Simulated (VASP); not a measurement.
# Y2Ta2F (P4/mmm) in VASP: single point with PBE

Aim: the single point of Y2Ta2F with PBE.

All numbers are computed with VASP 6.6.1; they aren't measurements. Logs are shortened: lines on timing, memory, paths and dates and some standing lists are left out, and cuts for length are marked.

## (1) The cell of the first run

It takes space group P4/mmm (No. 123, tetragonal). The conventional cell has a = 5.476 Å, b = 5.476 Å, c = 6.868 Å, α = 90.00°, β = 90.00°, γ = 90.00°. Within 4.0 Å of Y (site symmetry mmm) lie 4 Ta at 3.04 Å and 4 Y at 3.87 Å. Ta (site symmetry 4mm) has 1 F at 2.11 Å and 1 Ta at 2.65 Å within 2.8 Å. Within 2.8 Å of F (site symmetry 4/mmm) lie 2 Ta at 2.11 Å.

The cell was generated, and may not be a known phase.

## (2) Single point, PBE, collinear spin

File INCAR:

```
SYSTEM = Y2Ta2F
PREC = Accurate
ENCUT = 600
EDIFF = 1E-6
ISMEAR = 0
SIGMA = 0.1
LREAL = .FALSE.
LASPH = .TRUE.
NELM = 200
ALGO = Normal
ISIF = 2
LWAVE = .FALSE.
LCHARG = .FALSE.
ISPIN = 2
MAGMOM = 0 0 1 1 0
LORBIT = 11
LMAXMIX = 4
GGA = PE
NBANDS = 38
GGA_COMPAT = .FALSE.
```

File KPOINTS:

```
Automatic mesh
0
G
  4 4 4
  0 0 0
```

File POSCAR:

```
Y2Ta2F
1.0
    5.4756082314      0.0000000000      0.0000000000
    0.0000000000      5.4756082314      0.0000000000
    0.0000000000      0.0000000000      6.8676345061
Y Ta F
2 2 1
Direct
    0.5000000000      0.0000000000      0.0000000000
    0.0000000000      0.5000000000      0.0000000000
    0.5000000000      0.5000000000      0.1926633926
    0.5000000000      0.5000000000      0.8073366074
    0.5000000000      0.5000000000      0.5000000000
```

Potentials or basis: VASP PAW PBE potentials, release 64 (Y_sv, Ta_pv, F).

Launch:

```console
cat potpaw_PBE.64/Y_sv/POTCAR potpaw_PBE.64/Ta_pv/POTCAR potpaw_PBE.64/F/POTCAR > POTCAR
mpirun -np 1 vasp_std > vasp.out
```

OUTCAR:

```text
SYSTEM = Y2Ta2F
   PREC = Accurate
   ENCUT = 600
   EDIFF = 1E-6
   ISMEAR = 0
   LREAL = .FALSE.
   LASPH = .TRUE.
   NELM = 200
   ISIF = 2
   ISPIN = 2
   LORBIT = 11
   GGA = PE

 ion  position               nearest neighbor table
   1  0.500  0.000  0.000-   3 3.04   4 3.04   3 3.04   4 3.04   2 3.87   2 3.87   2 3.87   2 3.87

   2  0.000  0.500  0.000-   3 3.04   4 3.04   3 3.04   4 3.04   1 3.87   1 3.87   1 3.87   1 3.87

   3  0.500  0.500  0.193-   5 2.11   4 2.65   1 3.04   2 3.04   1 3.04   2 3.04
   4  0.500  0.500  0.807-   5 2.11   3 2.65   1 3.04   2 3.04   1 3.04   2 3.04
   5  0.500  0.500  0.500-   3 2.11   4 2.11

  LATTYP: Found a simple tetragonal cell.
 ALAT       =     5.4756082314
 C/A-ratio  =     1.2542231321

  Lattice vectors:

 A1 = (   5.4756082314,   0.0000000000,   0.0000000000)
 A2 = (   0.0000000000,   5.4756082314,   0.0000000000)
 A3 = (   0.0000000000,   0.0000000000,   6.8676345061)

Analysis of symmetry for initial positions (statically):
=====================================================================
 Subroutine PRICEL returns:
 Original cell was already a primitive cell.

 Routine SETGRP: Setting up the symmetry group for a
 simple tetragonal supercell.

 Subroutine GETGRP returns: Found 16 space group operations
 (whereof 16 operations were pure point group operations)
 out of a pool of 16 trial point group operations.

The static configuration has the point symmetry D_4h.

Analysis of symmetry for dynamics (positions and initial velocities):
=====================================================================
 Subroutine PRICEL returns:
 Original cell was already a primitive cell.

 Routine SETGRP: Setting up the symmetry group for a
 simple tetragonal supercell.

 Subroutine GETGRP returns: Found 16 space group operations
 (whereof 16 operations were pure point group operations)
 out of a pool of 16 trial point group operations.

The dynamic configuration has the point symmetry D_4h.

Analysis of structural, dynamic, and magnetic symmetry:
=====================================================================
 Subroutine PRICEL returns:
 Original cell was already a primitive cell.

 Routine SETGRP: Setting up the symmetry group for a
 simple tetragonal supercell.

 Subroutine GETGRP returns: Found 16 space group operations
 (whereof 16 operations were pure point group operations)
 out of a pool of 16 trial point group operations.

The overall configuration has the point symmetry D_4h.

 Subroutine INISYM returns: Found 16 space group operations
 (whereof 16 operations are pure point group operations),
 and found     1 'primitive' translations

----------------------------------------------------------------------------------------

                                     Primitive cell

  volume of cell :     205.9074

  direct lattice vectors                    reciprocal lattice vectors
     5.475608231  0.000000000  0.000000000     0.182628113  0.000000000  0.000000000
     0.000000000  5.475608231  0.000000000     0.000000000  0.182628113  0.000000000
     0.000000000  0.000000000  6.867634506     0.000000000  0.000000000  0.145610545

  length of vectors
     5.475608231  5.475608231  6.867634506     0.182628113  0.182628113  0.145610545

  position of ions in fractional coordinates (direct lattice)
     0.500000000  0.000000000  0.000000000
     0.000000000  0.500000000  0.000000000
     0.500000000  0.500000000  0.192663393
     0.500000000  0.500000000  0.807336607
     0.500000000  0.500000000  0.500000000

  ion indices of the primitive-cell ions
   primitive index   ion index
                 1           1
                 2           2
                 3           3
                 4           4
[... 22 lines left out ...]

 Subroutine IBZKPT returns following result:
 ===========================================

 Found     18 irreducible k-points:

 Following reciprocal coordinates:
            Coordinates               Weight
  0.000000  0.000000  0.000000      1.000000
  0.250000  0.000000  0.000000      4.000000
  0.500000  0.000000  0.000000      2.000000
  0.250000  0.250000  0.000000      4.000000
  0.500000  0.250000  0.000000      4.000000
  0.500000  0.500000  0.000000      1.000000
[... 10 lines left out ...]
  0.500000  0.250000  0.500000      4.000000
  0.500000  0.500000  0.500000      1.000000
   k-points           NKPTS =     18   k-points in BZ     NKDIM =     18   number of bands    NBANDS=     38
   number of dos      NEDOS =    301   number of ions     NIONS =      5
   total plane-waves  NPLWV = 129024
   dimension x,y,z NGX =    48 NGY =   48 NGZ =   56
   dimension x,y,z NGXF=    96 NGYF=   96 NGZF=  112
   ions per type =               2   2   1
   NGX,Y,Z   is equivalent  to a cutoff of  14.57, 14.57, 13.56 a.u.
   NGXF,Y,Z  is equivalent  to a cutoff of  29.15, 29.15, 27.11 a.u.
 SYSTEM =  Y2Ta2F
   PREC   = accura    normal or accurate (medium, high low for compatibility)
   ISTART =      0    job   : 0-new  1-cont  2-samecut
   ICHARG =      2    charge: 1-file 2-atom 10-const
   ISPIN  =      2    spin polarized calculation?
   LNONCOLLINEAR =      F non collinear calculations
   LSORBIT =      F    spin-orbit coupling
   LASPH  =      T    aspherical Exc in radial PAW
   ENCUT  =  600.0 eV  44.10 Ry    6.64 a.u.  10.94 10.94 13.72*2*pi/ulx,y,z
   NELM   =    200;   NELMIN=  2; NELMDL= -5     # of ELM steps
   EDIFF  = 0.1E-05   stopping-criterion for ELM
   LREAL  =      F    real-space projection
   EDIFFG = 0.1E-04   stopping-criterion for IOM
   NSW    =      0    number of steps for IOM
   IBRION =     -1    ionic relax: 0-MD 1-quasi-New 2-CG
   NFREE  =      0    steps in history (QN), initial steepest desc. (CG)
   ISIF   =      2    stress and relaxation
   ISYM   =      2    0-nonsym 1-usesym 2-fastsym
   POTIM  = 0.5000    time-step for ionic-motion
   TEBEG  =    0.0;   TEEND  =   0.0 temperature during run
   PSTRESS=    0.0 pullay stress
   NELECT =      51.0000    total number of electrons
   NUPDOWN=      -1.0000    fix difference up-down
   EMIN   =  10.00;   EMAX   =-10.00  energy-range for DOS
   EFERMI =   0.00;   METHOD = LEGACY
   ISMEAR =     0;   SIGMA  =   0.10  broadening in eV -4-tet -1-fermi 0-gaus
   EFERMI_NEDOS =   21; number of points for ismear=-14 and -15
   IALGO  =     38    algorithm
   IMIX   =      4    mixing-type and parameters
     AMIX     =   0.40;   BMIX     =  1.00
     AMIX_MAG =   1.60;   BMIX_MAG =  1.00
  volume/ion in A,a.u.               =      41.18       277.91
  Fermi-wavevector in a.u.,A,eV,Ry     =   1.028113  1.942852 14.381585  1.057017
  Thomas-Fermi vector in A             =   2.162093
   LORBIT       =     11    0 simple, 1 ext, 2 COOP (PROOUT), +10 PAW based schemes
   GGA     = PE    functional components
   LHFCALC =     F    Hartree Fock is set to
   AEXX    =    0.0000 exact exchange contribution
   IVDW    =     0    specifies the selected vdW correction
   LEPSILON=     F    determine dielectric tensor
   LRPA    =     F    only Hartree local field effects (RPA)
 spin polarized calculation
 Gauss-broadening in eV      SIGMA  =   0.10
  energy-cutoff  :      600.00
  volume of cell :      205.91
 maximum number of plane-waves:      6896
 NGX is ok and might be reduce to    48
   NGX = 21   NGY = 21   NGZ = 27

 number of electron      50.9999992 magnetization       0.1656678

 Free energy of the ion-electron system (eV)
  ---------------------------------------------------
  ext. energy  EPLUGINS =         0.00000000
  ---------------------------------------------------
  free energy    TOTEN  =       -35.58720725 eV

  energy without entropy =      -35.54813043  energy(sigma->0) =      -35.56766884

 E-fermi :   0.4317     XC(G=0):  -7.3265

 val. band max:        0.4116221681   @ k =   0.2500   0.2500   0.0000
 cond. band min:       0.4324624168   @ k =   0.2500   0.2500   0.5000
 fundamental gap:      0.0208402487
 Fermi energy:         0.4317443511

 spin component 1

 k-point     1 :       0.0000    0.0000    0.0000
  band No.  band energies     occupation
      1     -42.0248      1.00000
      2     -42.0079      1.00000
      3     -34.3851      1.00000
      4     -33.9801      1.00000
      5     -33.9801      1.00000
      6     -33.8840      1.00000
[... 709 lines left out ...]
     36       3.9086      0.00000
     37       4.2083      0.00000
 Fermi energy:         0.4317443511

 spin component 2

 k-point     1 :       0.0000    0.0000    0.0000
  band No.  band energies     occupation
      1     -42.0190      1.00000
      2     -42.0021      1.00000
      3     -34.3644      1.00000
      4     -33.9465      1.00000
      5     -33.9465      1.00000
      6     -33.8504      1.00000
[... 709 lines left out ...]
     36       3.9181      0.00000
     37       4.2349      0.00000
 [bands above 37 left out]

------------------------ aborting loop because EDIFF is reached ----------------------------------------

  FORCE on cell =-STRESS in cart. coord.  units (eV):
  Direction    XX          YY          ZZ          XY          YZ          ZX
  --------------------------------------------------------------------------------------
  -------------------------------------------------------------------------------------
  Total       -0.1069152     -0.1069152      0.0489715      0.0000000      0.0000000      0.0000000
  in kB       -0.8319135     -0.8319135      0.3810505      0.0000000      0.0000000      0.0000000
  external PRESSURE =      -0.4275922 kB  Pullay stress =       0.0000000 kB

 VOLUME and BASIS-vectors are now :
 -----------------------------------------------------------------------------
  energy-cutoff  :      600.00
  volume of cell :      205.91
      direct lattice vectors                 reciprocal lattice vectors
     5.475608231  0.000000000  0.000000000     0.182628113  0.000000000  0.000000000
     0.000000000  5.475608231  0.000000000     0.000000000  0.182628113  0.000000000
     0.000000000  0.000000000  6.867634506     0.000000000  0.000000000  0.145610545

 POSITION                                       TOTAL-FORCE (eV/Angst)
 -----------------------------------------------------------------------------------
      2.73780      0.00000      0.00000        -0.000000     -0.000000      0.000000
      0.00000      2.73780      0.00000        -0.000000     -0.000000      0.000000
      2.73780      2.73780      1.32314         0.000000     -0.000000     -0.052660
      2.73780      2.73780      5.54449        -0.000000      0.000000      0.052660
      2.73780      2.73780      3.43382        -0.000000     -0.000000      0.000000
 -----------------------------------------------------------------------------------
    total drift:                                0.000000     -0.000000      0.000000

  FREE ENERGIE OF THE ION-ELECTRON SYSTEM (eV)
  ---------------------------------------------------
  free  energy   TOTEN  =       -35.5872072485 eV

  energy  without entropy=      -35.5481304298  energy(sigma->0) =      -35.56766884

 total charge

# of ion       s       p       d       f       tot
--------------------------------------------------
    1        2.273   6.281   0.964   0.021   9.539
    2        2.273   6.281   0.964   0.021   9.539
    3        0.441   6.047   2.319   0.000   8.807
    4        0.441   6.047   2.319   0.000   8.807
    5        1.737   4.353   0.000   0.000   6.090
--------------------------------------------------
tot          7.164  29.009   6.565   0.043  42.780

 magnetization (x)

# of ion       s       p       d       f       tot
--------------------------------------------------
    1        0.000   0.001   0.013   0.000   0.015
    2        0.000   0.001   0.013   0.000   0.015
    3        0.001   0.002   0.046   0.000   0.048
    4        0.001   0.002   0.046   0.000   0.048
    5        0.000   0.001   0.000   0.000   0.001
--------------------------------------------------
tot          0.002   0.007   0.116   0.001   0.126
```

It took 11 min on 1 thread of Intel Xeon 8259CL, shared host; peak memory 0.6 GiB.

Results:

| Quantity | Value |
| --- | --- |
| Free energy | -35.5872 eV |
| Pressure | 0.0 GPa |
| Largest force | 0.053 eV/Å |
| Net moment | 0.17 μB per cell |
| Site moments | Y +0.01; Ta +0.05; F +0.00 μB |
| Valence electrons inside the program's atomic spheres | Y 9.54; Ta 8.81; F 6.09 |

Forces on the atoms (eV/Å):
```
Y    0.000  0.000  0.000
Y    0.000  0.000  0.000
Ta   0.000  0.000 -0.053
Ta   0.000  0.000  0.053
F    0.000  0.000  0.000
```

Caveat: spin-orbit coupling is left out, which moves the levels of the heavy elements.
